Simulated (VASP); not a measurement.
# CuO in VASP: a series of runs

CuO is run at these levels: PBE; tasks: single point.

Everything below comes from runs of VASP 6.6.1. Logs are shortened: lines on timing, memory, paths and dates and some standing lists are left out, and cuts for length are marked.

## 1. The cell of the first run

The typed cell holds 4 atoms: a = 2.899 Å, b = 2.866 Å, c = 5.156 Å, α = 98.08°, β = 98.63°, γ = 72.12°.

## 2. Single point, PBE

The input, INCAR:

```
SYSTEM = CuO
ALGO = Normal
EDIFF = 1E-6
ENCUT = 820
GGA = PE
GGA_COMPAT = .False.
ISIF = 2
ISMEAR = 0
LASPH = .True.
LCHARG = .False.
LREAL = .False.
LWAVE = .False.
NBANDS = 33
NELM = 120
PREC = Accurate
SIGMA = 0.1
```

The input, KPOINTS:

```
k-points
0
Gamma
  8 8 4
  0 0 0
```

The input, POSCAR:

```
CuO
1.0
    2.3404404522     -1.7107783127     -0.0229301573
    2.3197430003      1.6824555157     -0.0101368612
   -0.8908838133      0.0240860588      5.0786274137
Cu O
2 2
Direct
   -0.0082652229      0.4939545091     -0.0055067082
    0.4909130835     -0.0195801087      0.4987901057
    0.5733962104      0.3983939412      0.2576963426
    0.3918683292      0.5610426818      0.7397132466
```

Potentials or basis: VASP PAW PBE potentials, release 64 (Cu_sv_GW, O).

Launch:

```bash
$ cat potpaw_PBE.64/Cu_sv_GW/POTCAR potpaw_PBE.64/O/POTCAR > POTCAR
$ mpirun -np 1 vasp_std > vasp.out
```

OUTCAR:

```text
SYSTEM = CuO
   EDIFF = 1E-6
   ENCUT = 820
   GGA = PE
   ISIF = 2
   ISMEAR = 0
   LASPH = .True.
   LREAL = .False.
   NELM = 120
   PREC = Accurate

 ion  position               nearest neighbor table
   1  0.992  0.494  0.994-   4 1.94   3 1.97   4 1.99   3 2.05
   2  0.491  0.980  0.499-   4 1.90   3 1.91   3 1.93   4 1.95
   3  0.573  0.398  0.258-   2 1.91   2 1.93   1 1.97   1 2.05
   4  0.392  0.561  0.740-   2 1.90   1 1.94   2 1.95   1 1.99

  LATTYP: Found a triclinic cell.
 ALAT       =     2.8991291343
 B/A-ratio  =     1.1704622010
 C/A-ratio  =     2.1723905589
 COS(alpha) =     0.0013027671
 COS(beta)  =     0.4772141659
 COS(gamma) =     0.5950394553

  Lattice vectors:

 A1 = (  -2.3404404522,   1.7107783127,   0.0229301573)
 A2 = (  -0.0206974519,   3.3932338284,   0.0127932961)
 A3 = (  -3.7692996392,   0.0042367382,  -5.0455603952)

Analysis of symmetry for initial positions (statically):
=====================================================================
 Subroutine PRICEL returns:
 Original cell was already a primitive cell.

 Routine SETGRP: Setting up the symmetry group for a
 triclinic supercell.

 Subroutine GETGRP returns: Found  1 space group operations
 (whereof  1 operations were pure point group operations)
 out of a pool of  2 trial point group operations.

The static configuration has the point symmetry C_1 .

Analysis of symmetry for dynamics (positions and initial velocities):
=====================================================================
 Subroutine PRICEL returns:
 Original cell was already a primitive cell.

 Routine SETGRP: Setting up the symmetry group for a
 triclinic supercell.

 Subroutine GETGRP returns: Found  1 space group operations
 (whereof  1 operations were pure point group operations)
 out of a pool of  2 trial point group operations.

The dynamic configuration has the point symmetry C_1 .

 Subroutine INISYM returns: Found  1 space group operations
 (whereof  1 operations are pure point group operations),
 and found     1 'primitive' translations

----------------------------------------------------------------------------------------

                                     Primitive cell

  volume of cell :      40.1024

  direct lattice vectors                    reciprocal lattice vectors
     2.340440452 -1.710778313 -0.022930157     0.213074834 -0.293550617  0.038769412
     2.319743000  1.682455516 -0.010136861     0.216641816  0.295887568  0.036599637
    -0.890883813  0.024086059  5.078627414     0.001394453 -0.000734803  0.197151693

  length of vectors
     2.899129134  2.865652963  5.156230262     0.364795719  0.368541263  0.197157994

  position of ions in fractional coordinates (direct lattice)
     0.991734777  0.493954509  0.994493292
     0.490913083  0.980419891  0.498790106
     0.573396210  0.398393941  0.257696343
     0.391868329  0.561042682  0.739713247

  ion indices of the primitive-cell ions
   primitive index   ion index
                 1           1
                 2           2
                 3           3
                 4           4

----------------------------------------------------------------------------------------

 KPOINTS: k-points

Automatic generation of k-mesh.
 Grid dimensions read from file:
 generate k-points for:    8    8    4

 Generating k-lattice:

  Cartesian coordinates                     Fractional coordinates (reciprocal lattice)
     0.026634354 -0.036693827  0.004846176     0.125000000 -0.000000000  0.000000000
     0.027080227  0.036985946  0.004574955    -0.000000000  0.125000000  0.000000000
     0.000348613 -0.000183701  0.049287923     0.000000000  0.000000000  0.250000000

  Length of vectors
     0.045599465  0.046067658  0.049289499

  Shift w.r.t. Gamma in fractional coordinates (k-lattice)
     0.000000000  0.000000000  0.000000000

 Subroutine IBZKPT returns following result:
 ===========================================

 Found    132 irreducible k-points:

 Following reciprocal coordinates:
            Coordinates               Weight
  0.000000  0.000000  0.000000      1.000000
  0.125000 -0.000000  0.000000      2.000000
  0.250000 -0.000000  0.000000      2.000000
  0.375000  0.000000  0.000000      2.000000
  0.500000 -0.000000  0.000000      1.000000
 -0.000000  0.125000 -0.000000      2.000000
[... 16 lines left out ...]
  0.125000  0.375000 -0.000000      2.000000
  0.250000  0.375000 -0.000000      2.000000
 [... further k-points ...]
   k-points           NKPTS =    132   k-points in BZ     NKDIM =    132   number of bands    NBANDS=     33
   number of dos      NEDOS =    301   number of ions     NIONS =      4
   total plane-waves  NPLWV =  37632
   dimension x,y,z NGX =    28 NGY =   28 NGZ =   48
   dimension x,y,z NGXF=    56 NGYF=   56 NGZF=   96
   ions per type =               2   2
   NGX,Y,Z   is equivalent  to a cutoff of  16.06, 16.24, 15.48 a.u.
   NGXF,Y,Z  is equivalent  to a cutoff of  32.11, 32.49, 30.95 a.u.
 SYSTEM =  CuO
   PREC   = accura    normal or accurate (medium, high low for compatibility)
   ISTART =      0    job   : 0-new  1-cont  2-samecut
   ICHARG =      2    charge: 1-file 2-atom 10-const
   ISPIN  =      1    spin polarized calculation?
   LNONCOLLINEAR =      F non collinear calculations
   LSORBIT =      F    spin-orbit coupling
   LASPH  =      T    aspherical Exc in radial PAW
   ENCUT  =  820.0 eV  60.27 Ry    7.76 a.u.   6.77  6.69 12.04*2*pi/ulx,y,z
   NELM   =    120;   NELMIN=  2; NELMDL= -5     # of ELM steps
   EDIFF  = 0.1E-05   stopping-criterion for ELM
   LREAL  =      F    real-space projection
[... 7 lines left out ...]
   TEBEG  =    0.0;   TEEND  =   0.0 temperature during run
   PSTRESS=    0.0 pullay stress
   NELECT =      50.0000    total number of electrons
   NUPDOWN=      -1.0000    fix difference up-down
   EMIN   =  10.00;   EMAX   =-10.00  energy-range for DOS
   EFERMI =   0.00;   METHOD = LEGACY
   ISMEAR =     0;   SIGMA  =   0.10  broadening in eV -4-tet -1-fermi 0-gaus
   EFERMI_NEDOS =   21; number of points for ismear=-14 and -15
   IALGO  =     38    algorithm
   IMIX   =      4    mixing-type and parameters
     AMIX     =   0.40;   BMIX     =  1.00
     AMIX_MAG =   1.60;   BMIX_MAG =  1.00
  volume/ion in A,a.u.               =      10.03        67.66
  Fermi-wavevector in a.u.,A,eV,Ry     =   1.762009  3.329714 42.241673  3.104675
  Thomas-Fermi vector in A             =   2.830466
   LORBIT       =      0    0 simple, 1 ext, 2 COOP (PROOUT), +10 PAW based schemes
   GGA     = PE    functional components
   LHFCALC =     F    Hartree Fock is set to
   AEXX    =    0.0000 exact exchange contribution
   IVDW    =     0    specifies the selected vdW correction
   LEPSILON=     F    determine dielectric tensor
   LRPA    =     F    only Hartree local field effects (RPA)
 non-spin polarized calculation
 Gauss-broadening in eV      SIGMA  =   0.10
  energy-cutoff  :      820.00
  volume of cell :       40.10
 maximum number of plane-waves:      2156
   NGX = 13   NGY = 13   NGZ = 25

 number of electron      50.0000001 magnetization

 Free energy of the ion-electron system (eV)
  ---------------------------------------------------
  ext. energy  EPLUGINS =         0.00000000
  ---------------------------------------------------
  free energy    TOTEN  =       -19.62548010 eV

  energy without entropy =      -19.61404933  energy(sigma->0) =      -19.61976471

 E-fermi :   5.8747     XC(G=0): -12.3588

 val. band max:        5.8647406193   @ k =  -0.1250   0.2500   0.5000
 cond. band min:       5.8777656779   @ k =   0.2500   0.1250   0.0000
 fundamental gap:      0.0130250587
 Fermi energy:         5.8747280681

 k-point     1 :       0.0000    0.0000    0.0000
  band No.  band energies     occupation
      1    -106.9033      2.00000
      2    -106.5845      2.00000
      3     -64.4669      2.00000
      4     -64.4148      2.00000
      5     -64.0901      2.00000
      6     -64.0592      2.00000
[... 25 lines left out ...]
     32      22.2078      0.00000
     33      22.5754      0.00000

 k-point     2 :       0.1250   -0.0000    0.0000
  band No.  band energies     occupation
      1    -106.9032      2.00000
      2    -106.5844      2.00000
      3     -64.4669      2.00000
      4     -64.4149      2.00000
      5     -64.0919      2.00000
      6     -64.0591      2.00000
[... 25 lines left out ...]
     32      21.7618      0.00000
     33      23.0943      0.00000

 k-point     3 :       0.2500   -0.0000    0.0000
  band No.  band energies     occupation
      1    -106.9030      2.00000
      2    -106.5842      2.00000
      3     -64.4670      2.00000
      4     -64.4152      2.00000
      5     -64.0964      2.00000
      6     -64.0589      2.00000
[... 25 lines left out ...]
     32      20.3722      0.00000
     33      22.2346      0.00000

 k-point     4 :       0.3750    0.0000    0.0000
  band No.  band energies     occupation
      1    -106.9028      2.00000
      2    -106.5840      2.00000
      3     -64.4670      2.00000
      4     -64.4155      2.00000
      5     -64.1010      2.00000
      6     -64.0587      2.00000
[... 25 lines left out ...]
     32      18.9412      0.00000
     33      21.9520      0.00000

 k-point     5 :       0.5000   -0.0000    0.0000
  band No.  band energies     occupation
      1    -106.9027      2.00000
      2    -106.5838      2.00000
      3     -64.4669      2.00000
      4     -64.4158      2.00000
      5     -64.1027      2.00000
      6     -64.0586      2.00000
[... 604 lines left out ...]
 k-point    22 :      -0.0000    0.3750   -0.0000
  band No.  band energies     occupation
      1    -106.9025      2.00000
      2    -106.5838      2.00000
      3     -64.4786      2.00000
      4     -64.4152      2.00000
      5     -64.0903      2.00000
      6     -64.0595      2.00000
[... 25 lines left out ...]
     32      19.3002      0.00000
     33      21.8274      0.00000

 k-point    23 :       0.1250    0.3750   -0.0000
  band No.  band energies     occupation
      1    -106.9024      2.00000
      2    -106.5837      2.00000
      3     -64.4784      2.00000
      4     -64.4155      2.00000
      5     -64.0919      2.00000
      6     -64.0595      2.00000
[... 25 lines left out ...]
     32      19.5689      0.00000
     33      21.3187      0.00000

 k-point    24 :       0.2500    0.3750   -0.0000
  band No.  band energies     occupation
      1    -106.9022      2.00000
      2    -106.5835      2.00000
      3     -64.4781      2.00000
      4     -64.4158      2.00000
      5     -64.0960      2.00000
      6     -64.0593      2.00000
[... 25 lines left out ...]
     32      19.5884      0.00000
     33      20.4875      0.00000

 [... further k-points ...]

------------------------ aborting loop because EDIFF is reached ----------------------------------------

  FORCE on cell =-STRESS in cart. coord.  units (eV):
  Direction    XX          YY          ZZ          XY          YZ          ZX
  --------------------------------------------------------------------------------------
  -------------------------------------------------------------------------------------
  Total        1.6286335      1.8555386      1.1509979      0.4382939      0.5438643     -0.1629904
  in kB       65.0674455     74.1327942     45.9848640     17.5107927     21.7285607     -6.5118219
  external PRESSURE =      61.7283679 kB  Pullay stress =       0.0000000 kB

 VOLUME and BASIS-vectors are now :
 -----------------------------------------------------------------------------
  energy-cutoff  :      820.00
  volume of cell :       40.10
      direct lattice vectors                 reciprocal lattice vectors
     2.340440452 -1.710778313 -0.022930157     0.213074834 -0.293550617  0.038769412
     2.319743000  1.682455516 -0.010136861     0.216641816  0.295887568  0.036599637
    -0.890883813  0.024086059  5.078627414     0.001394453 -0.000734803  0.197151693

 POSITION                                       TOTAL-FORCE (eV/Angst)
 -----------------------------------------------------------------------------------
      2.58097     -0.84163      5.02291        -0.437923      0.136923      0.357026
      2.97891      0.82168      2.51197        -0.141905     -0.031056     -0.047706
      2.03659     -0.30447      1.29156         0.228523      0.167349     -0.718972
      1.55962      0.29135      3.74206         0.351305     -0.273216      0.409653
 -----------------------------------------------------------------------------------
    total drift:                                0.001390     -0.000823     -0.000366

  FREE ENERGIE OF THE ION-ELECTRON SYSTEM (eV)
  ---------------------------------------------------
  free  energy   TOTEN  =       -19.6254800983 eV

  energy  without entropy=      -19.6140493250  energy(sigma->0) =      -19.61976471
```

Wall time 3.4 min (1 thread of Intel Xeon 6975P-C (Granite Rapids), shared host); peak memory 0.43 GiB.

What came out:

- Free energy: -19.6255 eV
- Pressure: 6.2 GPa
- Largest force: 0.773 eV/Å
- Band gap on the k mesh: zero (bands 25 and 26 overlap by 0.56 eV)

Forces in eV/Å, atoms in the order of the input:
```
Cu  -0.438  0.137  0.357
Cu  -0.142 -0.031 -0.048
O    0.229  0.167 -0.719
O    0.351 -0.273  0.410
```

Caveat: the cell stands under pressure; semilocal functionals often make such compounds metallic where correlation or magnetic order opens a gap, which also shifts bond lengths. With open d or f shells a metallic result of PBE can be an artefact of self-interaction; +U or a hybrid may open a gap.

## 3. Single point, PBE

This run uses another cell than the first one, of 10.16 Å³/atom.

The input, INCAR:

```
PREC = Accurate
ENCUT = 520
EDIFF = 1E-6
ISMEAR = 1
SIGMA = 0.01
LREAL = F
LASPH = T
NELM = 80
ALGO = Normal
ISIF = 2
LWAVE = F
LCHARG = F
GGA = PE
NBANDS = 25
```

The input, KPOINTS:

```
Automatic mesh
0
Gamma
  16 16 8
```

The input, POSCAR:

```
CuO
1.0
    2.3446500000     -1.7134000000      0.0000000000
    2.3446500000      1.7134000000      0.0000000000
   -0.8605500000      0.0000000000      5.0594400000
Cu O
2 2
Direct
    0.0032000000      0.4968000000      0.0000000000
    0.4968000000      0.0032000000      0.5000000000
    0.5714000000      0.4056000000      0.2537000000
    0.4056000000      0.5714000000      0.7537000000
```

Potentials or basis: VASP PAW PBE potentials, release 64 (Cu, O).

Launch:

```bash
$ cat potpaw_PBE.64/Cu/POTCAR potpaw_PBE.64/O/POTCAR > POTCAR
$ mpirun -np 1 vasp_std > vasp.out
```

Wall time 2.9 min (1 thread of Intel Xeon 6975P-C (Granite Rapids), shared host); peak memory 0.54 GiB.

The run converged. Its results:

* Free energy: -19.4803 eV
* Pressure: 6.4 GPa
* Largest force: 0.787 eV/Å
* Band gap on the k mesh: zero (bands 17 and 18 overlap by 0.72 eV)

Forces in eV/Å, atoms in the order of the input:
```
Cu  -0.649  0.366  0.253
Cu  -0.649 -0.366  0.253
O    0.649  0.269 -0.253
O    0.649 -0.269 -0.253
```

Stress tensor (GPa, compression positive):
```
 6.36  0.00 -1.81
 0.00  7.06  0.00
-1.81  0.00  5.83
```

Levels at points of the mesh, in eV from the Fermi level:
| k point | band 14 | band 15 | band 16 | band 17 | band 18 | band 19 | band 20 | band 21 |
| --- | --- | --- | --- | --- | --- | --- | --- | --- |
| (0.00, 0.00, 0.00) | -2.22 | -2.14 | -1.65 | 0.22 | 0.91 | 1.71 | 6.05 | 8.15 |
| (0.50, 0.00, 0.00) | -1.60 | -1.49 | -1.40 | -0.03 | 0.29 | 4.91 | 6.32 | 6.95 |
| (0.50, 0.50, 0.00) | -2.12 | -1.68 | -1.22 | -0.65 | 1.06 | 3.39 | 7.06 | 8.57 |
| (0.00, 0.00, 0.50) | -2.23 | -1.47 | -1.47 | 0.25 | 0.25 | 3.93 | 3.93 | 11.69 |
| (0.50, 0.00, 0.50) | -2.15 | -1.74 | -1.60 | -0.10 | 0.73 | 5.15 | 6.53 | 8.11 |
| (0.50, 0.50, 0.50) | -1.66 | -1.30 | -1.30 | -0.41 | -0.41 | 5.24 | 5.24 | 9.01 |

Caveat: the cell stands under pressure; semilocal functionals often make such compounds metallic where correlation or magnetic order opens a gap, which also shifts bond lengths.
